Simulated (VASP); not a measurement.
# SnO in VASP: single point with PBE+D3(BJ)

Aim: the single point of SnO with PBE+D3(BJ).

Program: VASP 6.6.1. These are calculated values, not measurements. Logs are shortened: lines on timing, memory, paths and dates and some standing lists are left out, and cuts for length are marked.

## 1. The cell of the first run

The cell holds a slab with vacuum, 8 atoms: a = 3.820 Å, b = 3.820 Å, c = 22.226 Å, α = 90.00°, β = 90.00°, γ = 90.00°.

## 2. Single point, PBE+D3(BJ)

The input, INCAR:

```
SYSTEM = SnO
PREC     = Accurate       ! precision mode
ENCUT    = 520            ! plane-wave cutoff, eV
EDIFF    = 1E-7           ! SCF threshold, eV
ISMEAR   = 0              ! smearing method
SIGMA    = 0.05           ! smearing width, eV
LREAL    = .False.        ! projectors in reciprocal space
LASPH    = .True.         ! aspherical terms in the spheres
NELM     = 100            ! most SCF steps
ALGO     = Normal         ! electronic algorithm
ISIF     = 2              ! what is computed and relaxed
LWAVE    = .False.        ! write WAVECAR
LCHARG   = .False.        ! write CHGCAR
LDIPOL   = .True.       
IDIPOL   = 3            
DIPOL    = 0.5 0.5 0.399
GGA      = PE             ! functional
IVDW     = 12             ! dispersion correction
NBANDS   = 50             ! bands
```

The input, KPOINTS:

```
Automatic mesh
0
Gamma
  7 7 1
  0 0 0
```

The input, POSCAR:

```
SnO
1.0
    3.8201630918      0.0000000000      0.0000000000
    0.0000000000      3.8201630918      0.0000000000
    0.0000000000      0.0000000000     22.2260821141
Sn O
4 4
Direct
    0.7500000000      0.2500000000      0.2024648328
    0.2500000000      0.7500000000      0.3087832134
    0.2500000000      1.2500000000      0.4887519537
   -0.2500000000      1.7500000000      0.5950703343
    0.2500000000      0.2500000000      0.2556240231
    0.7500000000      0.7500000000      0.2556240231
   -0.2500000000      1.2500000000      0.5419111440
    0.2500000000      1.7500000000      0.5419111440
```

Potentials or basis: VASP PAW PBE potentials, release 64 (Sn_d, O).

Run with:

```
cat potpaw_PBE.64/Sn_d/POTCAR potpaw_PBE.64/O/POTCAR > POTCAR
mpirun -np 1 vasp_std > vasp.out
```

OUTCAR:

```text
SYSTEM = SnO
   PREC = Accurate
   ENCUT = 520
   EDIFF = 1E-7
   ISMEAR = 0
   LREAL = .False.
   LASPH = .True.
   NELM = 100
   ISIF = 2
   GGA = PE
   IVDW = 12
 IVDW          = 12

 ion  position               nearest neighbor table
   1  0.750  0.250  0.202-   5 2.25   6 2.25   6 2.25   5 2.25   2 3.59   2 3.59   2 3.59   2 3.59

   2  0.250  0.750  0.309-   5 2.25   6 2.25   5 2.25   6 2.25   1 3.59   1 3.59   1 3.59   1 3.59

   3  0.250  0.250  0.489-   7 2.25   8 2.25   8 2.25   7 2.25   4 3.59   4 3.59   4 3.59   4 3.59

   4  0.750  0.750  0.595-   7 2.25   8 2.25   7 2.25   8 2.25   3 3.59   3 3.59   3 3.59   3 3.59

   5  0.250  0.250  0.256-   1 2.25   2 2.25   2 2.25   1 2.25
   6  0.750  0.750  0.256-   1 2.25   2 2.25   1 2.25   2 2.25
   7  0.750  0.250  0.542-   3 2.25   3 2.25   4 2.25   4 2.25
   8  0.250  0.750  0.542-   3 2.25   3 2.25   4 2.25   4 2.25

  LATTYP: Found a simple tetragonal cell.
 ALAT       =     3.8201630918
 C/A-ratio  =     5.8180977042

  Lattice vectors:

 A1 = (   3.8201630918,   0.0000000000,   0.0000000000)
 A2 = (   0.0000000000,   3.8201630918,   0.0000000000)
 A3 = (   0.0000000000,   0.0000000000,  22.2260821141)

Analysis of symmetry for initial positions (statically):
=====================================================================
 Subroutine PRICEL returns:
 Original cell was already a primitive cell.

 Routine SETGRP: Setting up the symmetry group for a
 simple tetragonal supercell.

 Subroutine GETGRP returns: Found  8 space group operations
 (whereof  1 operations were pure point group operations)
 out of a pool of 16 trial point group operations.

The static configuration has the point symmetry C_1 .
 The point group associated with its full space group is D_2h.

Analysis of symmetry for dynamics (positions and initial velocities):
=====================================================================
 Subroutine PRICEL returns:
 Original cell was already a primitive cell.

 Routine SETGRP: Setting up the symmetry group for a
 simple tetragonal supercell.

 Subroutine GETGRP returns: Found  8 space group operations
 (whereof  1 operations were pure point group operations)
 out of a pool of 16 trial point group operations.

The dynamic configuration has the point symmetry C_1 .
 The point group associated with its full space group is D_2h.
[... 110 lines left out ...]
   POTIM  = 0.5000    time-step for ionic-motion
   TEBEG  =    0.0;   TEEND  =   0.0 temperature during run
   PSTRESS=    0.0 pullay stress
   NELECT =      80.0000    total number of electrons
   NUPDOWN=      -1.0000    fix difference up-down
   EMIN   =  10.00;   EMAX   =-10.00  energy-range for DOS
   EFERMI =   0.00;   METHOD = LEGACY
   ISMEAR =     0;   SIGMA  =   0.05  broadening in eV -4-tet -1-fermi 0-gaus
   EFERMI_NEDOS =   21; number of points for ismear=-14 and -15
   IALGO  =     38    algorithm
   IMIX   =      4    mixing-type and parameters
     AMIX     =   0.40;   BMIX     =  1.00
     AMIX_MAG =   1.60;   BMIX_MAG =  1.00
  volume/ion in A,a.u.               =      40.54       273.61
  Fermi-wavevector in a.u.,A,eV,Ry     =   1.026666  1.940118 14.341131  1.054043
  Thomas-Fermi vector in A             =   2.160571
   LORBIT       =      0    0 simple, 1 ext, 2 COOP (PROOUT), +10 PAW based schemes
   GGA     = PE    functional components
   LHFCALC =     F    Hartree Fock is set to
   AEXX    =    0.0000 exact exchange contribution
   IVDW    =    12    specifies the selected vdW correction
   LEPSILON=     F    determine dielectric tensor
   LRPA    =     F    only Hartree local field effects (RPA)
 non-spin polarized calculation
 Gauss-broadening in eV      SIGMA  =   0.05
  energy-cutoff  :      520.00
  volume of cell :      324.36
 maximum number of plane-waves:      8769
   NGX = 15   NGY = 15   NGZ = 83

 dipolmoment           0.000000      0.000000     -0.000001 electrons x Angstroem

 number of electron      79.9999971 magnetization

 dipolmoment           0.000000      0.000000      0.000000 electrons x Angstroem

 Free energy of the ion-electron system (eV)
  ---------------------------------------------------
  ext. energy  EPLUGINS =         0.00000000
  ---------------------------------------------------
  free energy    TOTEN  =       -45.16913393 eV

  energy without entropy =      -45.16913393  energy(sigma->0) =      -45.16913393

 E-fermi :   0.0752     XC(G=0):  -5.2947

 val. band max:       -0.1487772736   @ k =   0.1429   0.0000   0.0000
 cond. band min:       2.1719920380   @ k =   0.4286   0.0000   0.0000
 fundamental gap:      2.3207693116
 Fermi energy:         0.0752323468

 k-point     1 :       0.0000    0.0000    0.0000
  band No.  band energies     occupation
      1     -21.0540      2.00000
      2     -21.0539      2.00000
      3     -20.6934      2.00000
      4     -20.6934      2.00000
      5     -20.6562      2.00000
      6     -20.6558      2.00000
[... 837 lines left out ...]
     49       6.3697      0.00000
     50       6.3851      0.00000

------------------------ aborting loop because EDIFF is reached ----------------------------------------

 vacuum level on the upper side and lower side of the slab       (xc-potential included)        -0.126        -0.127

 Edisp (eV)   -1.25536

 E8    (eV) :    -0.5552

  FORCE on cell =-STRESS in cart. coord.  units (eV):
  Direction    XX          YY          ZZ          XY          YZ          ZX
  --------------------------------------------------------------------------------------
  -------------------------------------------------------------------------------------
  Total       0.18808     0.31356    -0.07774    -0.00000     0.00000     0.00000
  in kB       0.92902     1.54885    -0.38401    -0.00000     0.00000     0.00000
  external pressure =        0.70 kB  Pullay stress =        0.00 kB

 VOLUME and BASIS-vectors are now :
 -----------------------------------------------------------------------------
  energy-cutoff  :      520.00
  volume of cell :      324.36
      direct lattice vectors                 reciprocal lattice vectors
     3.820163092  0.000000000  0.000000000     0.261768929  0.000000000  0.000000000
     0.000000000  3.820163092  0.000000000     0.000000000  0.261768929  0.000000000
     0.000000000  0.000000000 22.226082114     0.000000000  0.000000000  0.044992185

 POSITION                                       TOTAL-FORCE (eV/Angst)
 -----------------------------------------------------------------------------------
      2.86512      0.95504      4.50000         0.000000     -0.000000     -0.078902
      0.95504      2.86512      6.86304         0.000000     -0.000000      0.122985
      0.95504      0.95504     10.86304         0.000000     -0.000000     -0.122985
      2.86512      2.86512     13.22608         0.000000      0.000000      0.078902
      0.95504      0.95504      5.68152         0.000000     -0.000000      0.008484
      2.86512      2.86512      5.68152         0.000000      0.000000      0.010259
      2.86512      0.95504     12.04456         0.000000      0.000000     -0.010259
      0.95504      2.86512     12.04456         0.000000     -0.000000     -0.008484
 -----------------------------------------------------------------------------------
    total drift:                                0.000000      0.000000      0.000001

  FREE ENERGIE OF THE ION-ELECTRON SYSTEM (eV)
  ---------------------------------------------------
  free  energy   TOTEN  =       -46.4244912118 eV

  energy  without entropy=      -46.4244912118  energy(sigma->0) =      -46.42449121

 vacuum level on the upper side and lower side of the slab         4.816         4.816
```

stdout:

```text
POSCAR found type information on POSCAR SnO
 POSCAR found :  2 types and       8 ions
 scaLAPACK will be used
 LDA part: xc-table for (Slater+PW92), standard interpolation
 POSCAR, INCAR and KPOINTS ok, starting setup
 FFT: planning ... GRIDC
 FFT: planning ... GRID_SOFT
 FFT: planning ... GRID
 WAVECAR not read
 entering main loop
```

It took 8 min on 1 thread of Intel Xeon 6975P-C, shared host; peak memory 0.46 GiB.

What came out:

* Free energy: -46.4245 eV
* Largest force: 0.123 eV/Å
* Band gap on the k mesh: 2.32 eV, indirect (least direct gap 2.53 eV)
* Dispersion energy per atom: -0.157 eV

Forces in eV/Å, atoms in the order of the input:
```
Sn   0.000  0.000 -0.079
Sn   0.000  0.000  0.123
Sn   0.000  0.000 -0.123
Sn   0.000  0.000  0.079
O    0.000  0.000  0.008
O    0.000  0.000  0.010
O    0.000  0.000 -0.010
O    0.000  0.000 -0.008
```

Caveat: spin-orbit coupling is left out, which moves the levels of the heavy elements.
